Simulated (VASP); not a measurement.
# Pd (Pm-3m) in VASP: notebook

Runs on Pd. Level: revPBE. Tasks: single point.

Everything below comes from runs of VASP 6.6.1. Logs are shortened: lines on timing, memory, paths and dates and some standing lists are left out, and cuts for length are marked.

## Step 1: The cell of the first run

The structure is cubic, space group Pm-3m (No. 221). The conventional cell has a = 2.634 Å, b = 2.634 Å, c = 2.634 Å, α = 90.00°, β = 90.00°, γ = 90.00°. Pd (site symmetry m-3m) has 6 Pd at 2.63 Å within 3.5 Å.

This isn't the form of Pd at room conditions, which is fcc.

## Step 2: Single point, revPBE, collinear spin

File INCAR:

```
SYSTEM = Pd
ALGO     = Normal         ! electronic algorithm
EDIFF    = 1E-6           ! SCF threshold, eV
ENCUT    = 520            ! plane-wave cutoff, eV
GGA      = RE             ! functional
ISIF     = 2              ! what is computed and relaxed
ISMEAR   = -1             ! smearing method
ISPIN    = 2              ! spin polarisation
LASPH    = .TRUE.         ! aspherical terms in the spheres
LCHARG   = .FALSE.        ! write CHGCAR
LMAXMIX  = 4              ! l up to which the mixer works
LORBIT   = 11             ! projections on sites
LREAL    = .FALSE.        ! projectors in reciprocal space
LWAVE    = .FALSE.        ! write WAVECAR
MAGMOM   = 0.5 -0.5       ! initial moments
NBANDS   = 21             ! bands
NELM     = 150            ! most SCF steps
PREC     = Accurate       ! precision mode
SIGMA    = 0.05           ! smearing width, eV
```

File KPOINTS:

```
k-points
0
G
  11 11 11
  0 0 0
```

File POSCAR:

```
Pd
1.0
    0.0000000000      2.6336935204      2.6336935204
    2.6336935204      0.0000000000      2.6336935204
    2.6336935204      2.6336935204      0.0000000000
Pd
2
Direct
    0.0000000000      0.0000000000      0.0000000000
    0.5000000000      0.5000000000      0.5000000000
```

Potentials or basis: VASP PAW PBE potentials, release 64 (Pd).

The run is started by

```
> cat potpaw_PBE.64/Pd/POTCAR > POTCAR
> mpirun -np 1 vasp_std > vasp.out
```

OUTCAR:

```text
SYSTEM = Pd
   EDIFF = 1E-6
   ENCUT = 520
   GGA = RE
   ISIF = 2
   ISMEAR = -1
   ISPIN = 2
   LASPH = .TRUE.
   LORBIT = 11
   LREAL = .FALSE.
   NELM = 150
   PREC = Accurate

 ion  position               nearest neighbor table
   1  0.000  0.000  0.000-   2 2.63   2 2.63   2 2.63   2 2.63   2 2.63   2 2.63
   2  0.500  0.500  0.500-   1 2.63   1 2.63   1 2.63   1 2.63   1 2.63   1 2.63

  LATTYP: Found a face centered cubic cell.
 ALAT       =     5.2673870408

  Lattice vectors:

 A1 = (   0.0000000000,   2.6336935204,   2.6336935204)
 A2 = (   2.6336935204,   0.0000000000,   2.6336935204)
 A3 = (   2.6336935204,   2.6336935204,   0.0000000000)

Analysis of symmetry for initial positions (statically):
=====================================================================
 Subroutine PRICEL returns following result:

  LATTYP: Found a simple cubic cell.
 ALAT       =     2.6336935204
[... 12 lines left out ...]
 Subroutine GETGRP returns: Found 48 space group operations
 (whereof 48 operations were pure point group operations)
 out of a pool of 48 trial point group operations.

The static configuration has the point symmetry O_h .

Analysis of symmetry for dynamics (positions and initial velocities):
=====================================================================
 Subroutine PRICEL returns following result:

  LATTYP: Found a simple cubic cell.
 ALAT       =     2.6336935204
[... 12 lines left out ...]
 Subroutine GETGRP returns: Found 48 space group operations
 (whereof 48 operations were pure point group operations)
 out of a pool of 48 trial point group operations.

The dynamic configuration has the point symmetry O_h .

Analysis of structural, dynamic, and magnetic symmetry:
=====================================================================
 Subroutine PRICEL returns following result:

  LATTYP: Found a simple cubic cell.
 ALAT       =     2.6336935204
[... 12 lines left out ...]
 Subroutine GETGRP returns: Found 48 space group operations
 (whereof 48 operations were pure point group operations)
 out of a pool of 48 trial point group operations.

The overall configuration has the point symmetry O_h .

 Subroutine INISYM returns: Found 48 space group operations
 (whereof 48 operations are pure point group operations),
 and found     2 'primitive' translations

----------------------------------------------------------------------------------------

                                     Primitive cell

  volume of cell :      18.2682

[... 108 lines left out ...]
  Fermi-wavevector in a.u.,A,eV,Ry     =   1.339192  2.530706 24.401177  1.793436
  Thomas-Fermi vector in A             =   2.467603
   LORBIT       =     11    0 simple, 1 ext, 2 COOP (PROOUT), +10 PAW based schemes
   GGA     = RE    functional components
   LHFCALC =     F    Hartree Fock is set to
   AEXX    =    0.0000 exact exchange contribution
   IVDW    =     0    specifies the selected vdW correction
   LEPSILON=     F    determine dielectric tensor
   LRPA    =     F    only Hartree local field effects (RPA)
 spin polarized calculation
  energy-cutoff  :      520.00
  volume of cell :       36.54
 maximum number of plane-waves:       998
   NGX = 13   NGY = 13   NGZ = 13

 number of electron      19.9999992 magnetization       0.0000000

 number of electron      19.9999992 magnetization      -0.0000000

 Free energy of the ion-electron system (eV)
  ---------------------------------------------------
  ext. energy  EPLUGINS =         0.00000000
  ---------------------------------------------------
  free energy    TOTEN  =        -8.54702869 eV

  energy without entropy =       -8.52034742  energy(sigma->0) =       -8.53368805

 E-fermi :   6.9051     XC(G=0): -11.6710

 val. band max:        6.9038809908   @ k =   0.0000   0.0000   0.0000
 cond. band min:       6.9063347765   @ k =  -0.4545   0.3636   0.0909
 fundamental gap:      0.0024537857
 Fermi energy:         6.9050648338

 spin component 1

 k-point     1 :       0.0000    0.0000    0.0000
  band No.  band energies     occupation
      1       1.1975      1.00000
      2       2.6211      1.00000
      3       2.6211      1.00000
      4       3.2568      1.00000
      5       3.2568      1.00000
      6       3.2568      1.00000
[... 565 lines left out ...]
     20      25.7996      0.00000
     21      27.9176      0.00000

 [... further k-points ...]

 spin component 2

 k-point     1 :       0.0000    0.0000    0.0000
  band No.  band energies     occupation
      1       1.1975      1.00000
      2       2.6211      1.00000
      3       2.6211      1.00000
      4       3.2568      1.00000
      5       3.2568      1.00000
      6       3.2568      1.00000
[... 565 lines left out ...]
     20      25.7996      0.00000
     21      27.9176      0.00000

 [... further k-points ...]

------------------------ aborting loop because EDIFF is reached ----------------------------------------

  FORCE on cell =-STRESS in cart. coord.  units (eV):
  Direction    XX          YY          ZZ          XY          YZ          ZX
  --------------------------------------------------------------------------------------
  -------------------------------------------------------------------------------------
  Total       -0.0553438     -0.0553438     -0.0553438      0.0000000     -0.0000000      0.0000000
  in kB       -2.4269109     -2.4269109     -2.4269109      0.0000000     -0.0000000      0.0000000
  external PRESSURE =      -2.4269109 kB  Pullay stress =       0.0000000 kB

 VOLUME and BASIS-vectors are now :
 -----------------------------------------------------------------------------
  energy-cutoff  :      520.00
  volume of cell :       36.54
      direct lattice vectors                 reciprocal lattice vectors
     0.000000000  2.633693520  2.633693520    -0.189847450  0.189847450  0.189847450
     2.633693520  0.000000000  2.633693520     0.189847450 -0.189847450  0.189847450
     2.633693520  2.633693520  0.000000000     0.189847450  0.189847450 -0.189847450

 POSITION                                       TOTAL-FORCE (eV/Angst)
 -----------------------------------------------------------------------------------
      0.00000      0.00000      0.00000         0.000000     -0.000000     -0.000000
      2.63369      2.63369      2.63369        -0.000000      0.000000      0.000000
 -----------------------------------------------------------------------------------
    total drift:                                0.000000      0.000000      0.000000

  FREE ENERGIE OF THE ION-ELECTRON SYSTEM (eV)
  ---------------------------------------------------
  free  energy   TOTEN  =        -8.5470286880 eV

  energy  without entropy=       -8.5203474204  energy(sigma->0) =       -8.53368805

 total charge

# of ion       s       p       d       tot
------------------------------------------
    1        0.478   0.313   8.519   9.309
    2        0.478   0.313   8.519   9.309
--------------------------------------------------
tot          0.956   0.626  17.037  18.619

 magnetization (x)

# of ion       s       p       d       tot
------------------------------------------
    1        0.000  -0.000  -0.000   0.000
    2       -0.000   0.000   0.000  -0.000
--------------------------------------------------
tot          0.000   0.000   0.000   0.000
```

stdout:

```text
POSCAR found type information on POSCAR Pd
 POSCAR found :  1 types and       2 ions
 scaLAPACK will be used
 -----------------------------------------------------------------------------
|                                                                             |
|                                                                             |
|     You enforced a specific xc type in the INCAR file but a different       |
|     I HOPE YOU KNOW WHAT YOU ARE DOING!                                     |
|                                                                             |
 -----------------------------------------------------------------------------

 LDA part: xc-table for (Slater+PW92), standard interpolation
 POSCAR, INCAR and KPOINTS ok, starting setup
 FFT: planning ... GRIDC
 FFT: planning ... GRID_SOFT
 FFT: planning ... GRID
 WAVECAR not read
 entering main loop
```

Run time: 1.9 min. Hardware: 1 thread of Intel Xeon 8259CL, shared host; peak memory 0.21 GiB.

Results:

- Free energy: -8.5470 eV
- Pressure: -0.2 GPa
- Band gap on the k mesh: zero (filled and empty bands overlap)
- Net moment: 0.00 μB per cell
- Valence electrons inside the program's atomic spheres: Pd 9.31

Caveat: the PAW data sets were made with another functional, which shifts forces and pressure a little.

[end of part 1 of 2]
